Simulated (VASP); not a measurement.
# Sn3O4 (C2/m) in VASP: notebook, part 2 of 2

VASP 6.6.1.

## (3) Single point, PBE

This run uses another cell than the first one, of 19.40 Å³/atom.

INCAR reads:

```
PREC     = Accurate       # precision mode
ENCUT    = 520            # plane-wave cutoff, eV
EDIFF    = 1E-6           # SCF threshold, eV
ISMEAR   = 0              # smearing method
SIGMA    = 0.1            # smearing width, eV
LREAL    = False          # projectors in reciprocal space
LASPH    = True           # aspherical terms in the spheres
NELM     = 60             # most SCF steps
ALGO     = Normal         # electronic algorithm
ISIF     = 2              # what is computed and relaxed
LWAVE    = False          # write WAVECAR
LCHARG   = False          # write CHGCAR
GGA      = PE             # functional
NBANDS   = 42             # bands
```

KPOINTS reads:

```
Automatic mesh
0
Gamma
  6 6 4
```

POSCAR reads:

```
Sn3O4
1.0
    9.4766205343     -1.6360676814      0.1009838647
    9.4766205343      1.6360676814      0.1009838647
   -3.7371482344      0.0000000000      4.3400707954
Sn O
3 4
Direct
    0.7503082774      0.7503082774      0.7547106643
    0.2496917226      0.2496917226      0.2452893357
    0.0000000000      0.0000000000      0.0000000000
    0.1772409259      0.1772409259      0.4258134289
    0.8227590741      0.8227590741      0.5741865711
    0.6800493327      0.6800493327      0.9356553071
    0.3199506673      0.3199506673      0.0643446929
```

Potentials or basis: VASP PAW PBE potentials, release 64 (Sn_d, O).

Command:

```
> cat potpaw_PBE.64/Sn_d/POTCAR potpaw_PBE.64/O/POTCAR > POTCAR
> mpirun -np 1 vasp_std > vasp.out
```

OUTCAR:

```text
PREC = Accurate
   ENCUT = 520
   EDIFF = 1E-6
   ISMEAR = 0
   LREAL = False
   LASPH = True
   NELM = 60
   ISIF = 2
   GGA = PE

 ion  position               nearest neighbor table
   1  0.750  0.750  0.755-   7 2.13   7 2.13   6 2.15   4 2.19   4 2.19   5 2.19   2 3.26   2 3.26
                             2 3.34   2 3.34
   2  0.250  0.250  0.245-   6 2.13   6 2.13   7 2.15   5 2.19   5 2.19   4 2.19   1 3.26   1 3.26
                             1 3.34   1 3.34
   3  0.000  0.000  0.000-   4 2.58   5 2.58
   4  0.177  0.177  0.426-   1 2.19   1 2.19   2 2.19   3 2.58
   5  0.823  0.823  0.574-   2 2.19   2 2.19   1 2.19   3 2.58
   6  0.680  0.680  0.936-   2 2.13   2 2.13   1 2.15
   7  0.320  0.320  0.064-   1 2.13   1 2.13   2 2.15

  Warning from LATTYP: Got some problem with cell dimensions!
  Tried to take original basis but could not verify dimensions!
  LATTYP: Found a base centered monoclinic cell.
 ALAT       =    14.5140633560
 B/A-ratio  =     0.2254458509
 C/A-ratio  =     0.3946066510
 COS(beta)  =    -0.0523239267

  Lattice vectors:

 A1 = (   5.7394722999,  -1.6360676814,   4.4410546601)
 A2 = (   5.7394722999,   1.6360676814,   4.4410546601)
[... 192 lines left out ...]

 k-point     1 :       0.0000    0.0000    0.0000
  band No.  band energies     occupation
      1     -18.2181      2.00000
      2     -17.7160      2.00000
      3     -17.5652      2.00000
      4     -17.5537      2.00000
      5     -17.5379      2.00000
      6     -17.4865      2.00000
[... 1069 lines left out ...]
     41      11.4505      0.00000
     42      12.1054      0.00000

 [... further k-points ...]

------------------------ aborting loop because EDIFF is reached ----------------------------------------

  FORCE on cell =-STRESS in cart. coord.  units (eV):
  Direction    XX          YY          ZZ          XY          YZ          ZX
  --------------------------------------------------------------------------------------
  -------------------------------------------------------------------------------------
  Total        0.4838858      0.3062448      0.0772986      0.0000000      0.0000000     -0.1159250
  in kB        5.7082777      3.6126924      0.9118715      0.0000000      0.0000000     -1.3675382
  external PRESSURE =       3.4109472 kB  Pullay stress =       0.0000000 kB

 VOLUME and BASIS-vectors are now :
 -----------------------------------------------------------------------------
  energy-cutoff  :      520.00
  volume of cell :      135.82
      direct lattice vectors                 reciprocal lattice vectors
     9.476620534 -1.636067681  0.100983865     0.052281700 -0.305610829  0.045018727
     9.476620534  1.636067681  0.100983865     0.052281700  0.305610829  0.045018727
    -3.737148234  0.000000000  4.340070795    -0.002432959  0.000000000  0.228316015

 POSITION                                       TOTAL-FORCE (eV/Angst)
 -----------------------------------------------------------------------------------
     11.40031      0.00000      3.42704         0.008750      0.000000      0.022463
      3.81578      0.00000      1.11500        -0.008750      0.000000     -0.022463
      0.00000      0.00000      0.00000         0.000000      0.000000      0.000000
      1.76796      0.00000      1.88386        -0.030413      0.000000     -0.054365
     13.44813      0.00000      2.65818         0.030413      0.000000      0.054365
      9.39246      0.00000      4.19816        -0.043991      0.000000     -0.004326
      5.82364      0.00000      0.34388         0.043991      0.000000      0.004326
 -----------------------------------------------------------------------------------
    total drift:                                0.000000      0.000000     -0.000000

  FREE ENERGIE OF THE ION-ELECTRON SYSTEM (eV)
  ---------------------------------------------------
  free  energy   TOTEN  =       -39.2128486412 eV

  energy  without entropy=      -39.1903239639  energy(sigma->0) =      -39.20158630
```

stdout:

```text
POSCAR found type information on POSCAR SnO
 POSCAR found :  2 types and       7 ions
 scaLAPACK will be used
 LDA part: xc-table for (Slater+PW92), standard interpolation
 POSCAR, INCAR and KPOINTS ok, starting setup
 FFT: planning ... GRIDC
 FFT: planning ... GRID_SOFT
 FFT: planning ... GRID
 WAVECAR not read
 entering main loop
```

Run time: 8.9 min. Hardware: 1 thread of Intel Xeon 6975P-C (Granite Rapids), shared host; peak memory 0.64 GiB.

What came out:

```
Free energy            : -39.2128 eV
Pressure               : 0.3 GPa
Largest force          : 0.062 eV/Å
Band gap on the k mesh : zero (bands 33 and 34 overlap by 0.37 eV)
```

Forces on the atoms (eV/Å):
```
Sn   0.009  0.000  0.022
Sn  -0.009  0.000 -0.022
Sn   0.000  0.000  0.000
O   -0.030  0.000 -0.054
O    0.030  0.000  0.054
O   -0.044  0.000 -0.004
O    0.044  0.000  0.004
```

Stress tensor (GPa, compression positive):
```
 0.57  0.00 -0.14
 0.00  0.36  0.00
-0.14  0.00  0.09
```

Levels at points of the mesh, in eV from the Fermi level:
```
           k point  band 31  band 32  band 33  band 34  band 35  band 36
(0.00, 0.00, 0.00)    -3.86    -3.68    -0.88    -0.11     1.17     1.59
(0.50, 0.00, 0.00)    -3.66    -2.95    -1.84     1.78     1.83     1.94
(0.50, 0.50, 0.00)    -3.69    -3.50    -1.85    -0.06     1.39     1.87
(0.00, 0.00, 0.50)    -3.61    -3.44    -0.50    -0.04     0.59     2.40
(0.50, 0.00, 0.50)    -3.82    -2.99    -1.87     1.21     1.32     1.59
(0.50, 0.50, 0.50)    -3.82    -3.53    -0.64     0.61     0.80     1.79
```

Caveat: semilocal functionals underestimate gaps, and a narrow one can read as zero; spin-orbit coupling is left out, which moves the levels of the heavy elements.
